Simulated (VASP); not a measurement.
# Ti3Al (P-6m2) in VASP: further runs

The runs below take Ti3Al through single point, with PBEsol.

Everything below comes from runs of VASP 6.6.1. Logs are shortened: lines on timing, memory, paths and dates and some standing lists are left out, and cuts for length are marked.

**1. The cell of the first run**

The structure is hexagonal, space group P-6m2 (No. 187). Conventional cell: a = 2.928 Å, b = 2.928 Å, c = 8.697 Å, α = 90.00°, β = 90.00°, γ = 120.00°. Ti (site symmetry -6m2) has 12 Ti at 2.75 to 2.93 Å within 3.6 Å. Within 3.6 Å of Ti (site symmetry 3m) lie 9 Ti at 2.75 to 2.93 Å and 3 Al at 2.76 Å. Within 3.6 Å of Al (site symmetry -6m2) lie 6 Ti at 2.76 Å and 6 Al at 2.93 Å.

**2. Single point, PBEsol (16.15 Å³/atom)**

The input, INCAR:

```
SYSTEM = Ti3Al
PREC = Accurate
ENCUT = 520
EDIFF = 1E-7
ISMEAR = 0
SIGMA = 0.15
LREAL = .False.
LASPH = .True.
NELM = 80
ALGO = Fast
ISIF = 2
LWAVE = .False.
LCHARG = .True.
GGA = PS
LELF = .True.
LVHAR = .True.
NBANDS = 28
```

The input, KPOINTS:

```
regular mesh
0
Gamma
  18 18 6
  0 0 0
```

The input, POSCAR:

```
Ti3Al
1.0
    2.9281210806      0.0000000000      0.0000000000
   -1.4640605403      2.5358272412      0.0000000000
    0.0000000000      0.0000000000      8.6973980458
Ti Al
3 1
Direct
    0.6666666667      0.3333333333      0.0000000000
    0.3333333333      0.6666666667      0.7511732072
    0.3333333333      0.6666666667      0.2488267928
    0.6666666667      0.3333333333      0.5000000000
```

Potentials or basis: VASP PAW PBE potentials, release 64 (Ti_sv, Al).

Started as:

```bash
$ cat potpaw_PBE.64/Ti_sv/POTCAR potpaw_PBE.64/Al/POTCAR > POTCAR
$ mpirun -np 1 vasp_std > vasp.out
```

OUTCAR:

```text
SYSTEM = Ti3Al
   PREC = Accurate
   ENCUT = 520
   EDIFF = 1E-7
   ISMEAR = 0
   LREAL = .False.
   LASPH = .True.
   NELM = 80
   ISIF = 2
   GGA = PS

 ion  position               nearest neighbor table
   1  0.667  0.333  0.000-   2 2.75   3 2.75   2 2.75   3 2.75   2 2.75   3 2.75
   2  0.333  0.667  0.751-   1 2.75   1 2.75   1 2.75   4 2.76   4 2.76   4 2.76
   3  0.333  0.667  0.249-   1 2.75   1 2.75   1 2.75   4 2.76   4 2.76   4 2.76
   4  0.667  0.333  0.500-   2 2.76   3 2.76   2 2.76   3 2.76   2 2.76   3 2.76

  LATTYP: Found a hexagonal cell.
 ALAT       =     2.9281210806
 C/A-ratio  =     2.9703000000

  Lattice vectors:

 A1 = (   2.9281210806,   0.0000000000,   0.0000000000)
 A2 = (  -1.4640605403,   2.5358272412,   0.0000000000)
 A3 = (   0.0000000000,   0.0000000000,   8.6973980458)

Analysis of symmetry for initial positions (statically):
=====================================================================
 Subroutine PRICEL returns:
 Original cell was already a primitive cell.

 Routine SETGRP: Setting up the symmetry group for a
 hexagonal supercell.

 Subroutine GETGRP returns: Found 12 space group operations
 (whereof 12 operations were pure point group operations)
 out of a pool of 24 trial point group operations.

The static configuration has the point symmetry D_3h.

Analysis of symmetry for dynamics (positions and initial velocities):
=====================================================================
 Subroutine PRICEL returns:
 Original cell was already a primitive cell.

 Routine SETGRP: Setting up the symmetry group for a
 hexagonal supercell.

 Subroutine GETGRP returns: Found 12 space group operations
 (whereof 12 operations were pure point group operations)
 out of a pool of 24 trial point group operations.

The dynamic configuration has the point symmetry D_3h.

 Subroutine INISYM returns: Found 12 space group operations
 (whereof 12 operations are pure point group operations),
 and found     1 'primitive' translations

----------------------------------------------------------------------------------------

                                     Primitive cell

  volume of cell :      64.5800

  direct lattice vectors                    reciprocal lattice vectors
     2.928121081  0.000000000  0.000000000     0.341515932  0.197174315  0.000000000
    -1.464060540  2.535827241  0.000000000     0.000000000  0.394348631  0.000000000
     0.000000000  0.000000000  8.697398046     0.000000000  0.000000000  0.114976915

  length of vectors
     2.928121081  2.928121081  8.697398046     0.394348631  0.394348631  0.114976915

  position of ions in fractional coordinates (direct lattice)
     0.666666667  0.333333333  0.000000000
     0.333333333  0.666666667  0.751173207
     0.333333333  0.666666667  0.248826793
     0.666666667  0.333333333  0.500000000

  ion indices of the primitive-cell ions
   primitive index   ion index
                 1           1
                 2           2
                 3           3
                 4           4

----------------------------------------------------------------------------------------

 KPOINTS: regular mesh

Automatic generation of k-mesh.
 Grid dimensions read from file:
 generate k-points for:   18   18    6

 Generating k-lattice:

  Cartesian coordinates                     Fractional coordinates (reciprocal lattice)
     0.018973107  0.010954129  0.000000000     0.055555556  0.000000000  0.000000000
     0.000000000  0.021908257  0.000000000     0.000000000  0.055555556  0.000000000
     0.000000000  0.000000000  0.019162819     0.000000000  0.000000000  0.166666667

  Length of vectors
     0.021908257  0.021908257  0.019162819

  Shift w.r.t. Gamma in fractional coordinates (k-lattice)
     0.000000000  0.000000000  0.000000000

 Subroutine IBZKPT returns following result:
 ===========================================

 Found    148 irreducible k-points:

 Following reciprocal coordinates:
            Coordinates               Weight
  0.000000  0.000000  0.000000      1.000000
  0.055556 -0.000000  0.000000      6.000000
  0.111111 -0.000000  0.000000      6.000000
  0.166667  0.000000  0.000000      6.000000
  0.222222  0.000000  0.000000      6.000000
  0.277778 -0.000000  0.000000      6.000000
[... 16 lines left out ...]
  0.333333  0.111111  0.000000     12.000000
  0.388889  0.111111  0.000000     12.000000
 [... further k-points ...]
   k-points           NKPTS =    148   k-points in BZ     NKDIM =    148   number of bands    NBANDS=     28
   number of dos      NEDOS =    301   number of ions     NIONS =      4
   total plane-waves  NPLWV =  40320
   dimension x,y,z NGX =    24 NGY =   24 NGZ =   70
   dimension x,y,z NGXF=    48 NGYF=   48 NGZF=  140
   ions per type =               3   1
   NGX,Y,Z   is equivalent  to a cutoff of  13.63, 13.63, 13.38 a.u.
   NGXF,Y,Z  is equivalent  to a cutoff of  27.25, 27.25, 26.76 a.u.
 SYSTEM =  Ti3Al
   PREC   = accura    normal or accurate (medium, high low for compatibility)
   ISTART =      0    job   : 0-new  1-cont  2-samecut
   ICHARG =      2    charge: 1-file 2-atom 10-const
   ISPIN  =      1    spin polarized calculation?
   LNONCOLLINEAR =      F non collinear calculations
   LSORBIT =      F    spin-orbit coupling
   LASPH  =      T    aspherical Exc in radial PAW
   ENCUT  =  520.0 eV  38.22 Ry    6.18 a.u.   5.44  5.44 16.17*2*pi/ulx,y,z
   NELM   =     80;   NELMIN=  2; NELMDL= -5     # of ELM steps
   EDIFF  = 0.1E-06   stopping-criterion for ELM
   LREAL  =      F    real-space projection
   EDIFFG = 0.1E-05   stopping-criterion for IOM
   NSW    =      0    number of steps for IOM
   IBRION =     -1    ionic relax: 0-MD 1-quasi-New 2-CG
   NFREE  =      0    steps in history (QN), initial steepest desc. (CG)
   ISIF   =      2    stress and relaxation
   ISYM   =      2    0-nonsym 1-usesym 2-fastsym
   POTIM  = 0.5000    time-step for ionic-motion
   TEBEG  =    0.0;   TEEND  =   0.0 temperature during run
   PSTRESS=    0.0 pullay stress
   NELECT =      39.0000    total number of electrons
   NUPDOWN=      -1.0000    fix difference up-down
   EMIN   =  10.00;   EMAX   =-10.00  energy-range for DOS
   EFERMI =   0.00;   METHOD = LEGACY
   ISMEAR =     0;   SIGMA  =   0.15  broadening in eV -4-tet -1-fermi 0-gaus
   EFERMI_NEDOS =   21; number of points for ismear=-14 and -15
   IALGO  =     68    algorithm
   IMIX   =      4    mixing-type and parameters
     AMIX     =   0.40;   BMIX     =  1.00
     AMIX_MAG =   1.60;   BMIX_MAG =  1.00
  volume/ion in A,a.u.               =      16.15       108.95
  Fermi-wavevector in a.u.,A,eV,Ry     =   1.383769  2.614945 26.052673  1.914817
  Thomas-Fermi vector in A             =   2.508336
   LORBIT       =      0    0 simple, 1 ext, 2 COOP (PROOUT), +10 PAW based schemes
   GGA     = PS    functional components
   LHFCALC =     F    Hartree Fock is set to
   AEXX    =    0.0000 exact exchange contribution
   IVDW    =     0    specifies the selected vdW correction
   LEPSILON=     F    determine dielectric tensor
   LRPA    =     F    only Hartree local field effects (RPA)
 non-spin polarized calculation
 RMM-DIIS sequential band-by-band and
 Gauss-broadening in eV      SIGMA  =   0.15
  energy-cutoff  :      520.00
  volume of cell :       64.58
 maximum number of plane-waves:      1780
 NGX is ok and might be reduce to    24
   NGX = 11   NGY = 11   NGZ = 33

 number of electron      38.9999986 magnetization

 Free energy of the ion-electron system (eV)
  ---------------------------------------------------
  ext. energy  EPLUGINS =         0.00000000
  ---------------------------------------------------
  free energy    TOTEN  =       -29.53132723 eV

  energy without entropy =      -29.49276192  energy(sigma->0) =      -29.51204458

 E-fermi :   8.4487     XC(G=0): -11.5785

 val. band max:        8.4371072672   @ k =   0.3333   0.2778   0.1667
 cond. band min:       8.4507762685   @ k =   0.1667   0.0556   0.1667
 fundamental gap:      0.0136690013
 Fermi energy:         8.4487081275

 k-point     1 :       0.0000    0.0000    0.0000
  band No.  band energies     occupation
      1     -47.9367      2.00000
      2     -47.8459      2.00000
      3     -47.7670      2.00000
      4     -24.6467      2.00000
      5     -24.2946      2.00000
      6     -23.9768      2.00000
[... 20 lines left out ...]
     27      10.5210      0.00000
     28      11.3253      0.00000

 k-point     2 :       0.0556   -0.0000    0.0000
  band No.  band energies     occupation
      1     -47.9332      2.00000
      2     -47.8436      2.00000
      3     -47.7659      2.00000
      4     -24.6408      2.00000
      5     -24.2971      2.00000
      6     -23.9883      2.00000
[... 20 lines left out ...]
     27      10.5055      0.00000
     28      11.3202      0.00000

 k-point     3 :       0.1111   -0.0000    0.0000
  band No.  band energies     occupation
      1     -47.9233      2.00000
      2     -47.8370      2.00000
      3     -47.7626      2.00000
      4     -24.6236      2.00000
      5     -24.3061      2.00000
      6     -24.0208      2.00000
[... 20 lines left out ...]
     27      10.4710      0.00000
     28      11.3154      0.00000

 k-point     4 :       0.1667    0.0000    0.0000
  band No.  band energies     occupation
      1     -47.9077      2.00000
      2     -47.8269      2.00000
      3     -47.7580      2.00000
      4     -24.5975      2.00000
      5     -24.3264      2.00000
      6     -24.0696      2.00000
[... 20 lines left out ...]
     27      10.4490      0.00000
     28      11.2600      0.00000

 k-point     5 :       0.2222    0.0000    0.0000
  band No.  band energies     occupation
      1     -47.8880      2.00000
      2     -47.8144      2.00000
      3     -47.7528      2.00000
      4     -24.5667      2.00000
      5     -24.3633      2.00000
      6     -24.1431      2.00000
[... 20 lines left out ...]
     27      10.5702      0.00000
     28      11.2819      0.00000

 k-point     6 :       0.2778   -0.0000    0.0000
  band No.  band energies     occupation
      1     -47.8659      2.00000
      2     -47.8010      2.00000
      3     -47.7483      2.00000
      4     -24.5391      2.00000
      5     -24.4164      2.00000
      6     -24.2093      2.00000
[... 463 lines left out ...]
      5     -24.4201      2.00000
      6     -24.2167      2.00000
[... 20 lines left out ...]
     27      11.1724      0.00000
     28      11.4444      0.00000

 k-point    22 :       0.2778    0.1111    0.0000
  band No.  band energies     occupation
      1     -47.8375      2.00000
      2     -47.7851      2.00000
      3     -47.7450      2.00000
      4     -24.5161      2.00000
      5     -24.4712      2.00000
      6     -24.2777      2.00000
[... 20 lines left out ...]
     27      11.4257      0.00000
     28      11.7040      0.00000

 k-point    23 :       0.3333    0.1111    0.0000
  band No.  band energies     occupation
      1     -47.8182      2.00000
      2     -47.7755      2.00000
      3     -47.7451      2.00000
      4     -24.5200      2.00000
      5     -24.5174      2.00000
      6     -24.3250      2.00000
[... 20 lines left out ...]
     27      11.5843      0.00000
     28      11.9674      0.00000

 k-point    24 :       0.3889    0.1111    0.0000
  band No.  band energies     occupation
      1     -47.8038      2.00000
      2     -47.7692      2.00000
      3     -47.7469      2.00000
      4     -24.5493      2.00000
      5     -24.5311      2.00000
      6     -24.3549      2.00000
[... 20 lines left out ...]
     27      11.7151      0.00000
     28      12.0975      0.00000

 [... further k-points ...]

------------------------ aborting loop because EDIFF is reached ----------------------------------------

  FORCE on cell =-STRESS in cart. coord.  units (eV):
  Direction    XX          YY          ZZ          XY          YZ          ZX
  --------------------------------------------------------------------------------------
  -------------------------------------------------------------------------------------
  Total        0.0929511      0.0929511      4.5067811      0.0000000      0.0000000      0.0000000
  in kB        2.3060402      2.3060402    111.8095784      0.0000000      0.0000000      0.0000000
  external PRESSURE =      38.8072196 kB  Pullay stress =       0.0000000 kB

 VOLUME and BASIS-vectors are now :
 -----------------------------------------------------------------------------
  energy-cutoff  :      520.00
  volume of cell :       64.58
      direct lattice vectors                 reciprocal lattice vectors
     2.928121081  0.000000000  0.000000000     0.341515932  0.197174315  0.000000000
    -1.464060540  2.535827241  0.000000000     0.000000000  0.394348631  0.000000000
     0.000000000  0.000000000  8.697398046     0.000000000  0.000000000  0.114976915

 POSITION                                       TOTAL-FORCE (eV/Angst)
 -----------------------------------------------------------------------------------
      1.46406      0.84528      0.00000        -0.000000      0.000000      0.000000
     -0.00000      1.69055      6.53325         0.000000     -0.000000      0.093869
     -0.00000      1.69055      2.16415         0.000000     -0.000000     -0.093869
      1.46406      0.84528      4.34870        -0.000000      0.000000      0.000000
 -----------------------------------------------------------------------------------
    total drift:                                0.000000     -0.000000      0.000000

  FREE ENERGIE OF THE ION-ELECTRON SYSTEM (eV)
  ---------------------------------------------------
  free  energy   TOTEN  =       -29.5313272350 eV

  energy  without entropy=      -29.4927619248  energy(sigma->0) =      -29.51204458
```

It took 9.2 min on 1 thread of Intel Xeon 6975P-C (Granite Rapids), shared host; peak memory 0.35 GiB.

What came out:

| Item | Value |
| --- | --- |
| Free energy | -29.5313 eV |
| Pressure | 3.9 GPa |
| Largest force | 0.094 eV/Å |
| Band gap on the k mesh | zero (an odd number of electrons rules out a gap without spin polarisation) |

Forces on the atoms (eV/Å):
```
Ti   0.000  0.000  0.000
Ti   0.000  0.000  0.094
Ti   0.000  0.000 -0.094
Al   0.000  0.000  0.000
```

Levels at points of the mesh, in eV from the Fermi level:
```
           k point  band 16  band 17  band 18  band 19  band 20  band 21  band 22  band 23  band 24  band 25
(0.00, 0.00, 0.00)    -2.49    -0.31     0.72     0.72     0.81     0.81     1.06     1.16     1.28     1.28
(0.50, 0.00, 0.00)    -2.20    -1.51    -1.14    -0.59    -0.29     0.69     1.17     1.38     1.66     2.79
(0.00, 0.00, 0.50)    -2.91    -0.70     0.73     0.73     0.80     0.80     0.92     1.22     1.30     1.30
(0.50, 0.00, 0.50)    -2.12    -1.52    -1.23    -0.86    -0.08     0.63     1.20     1.37     1.84     2.97
```

Caveat: the cell stands under pressure; the PAW data sets were made with another functional, which shifts forces and pressure a little.

(Continued in part 2 of 2.)
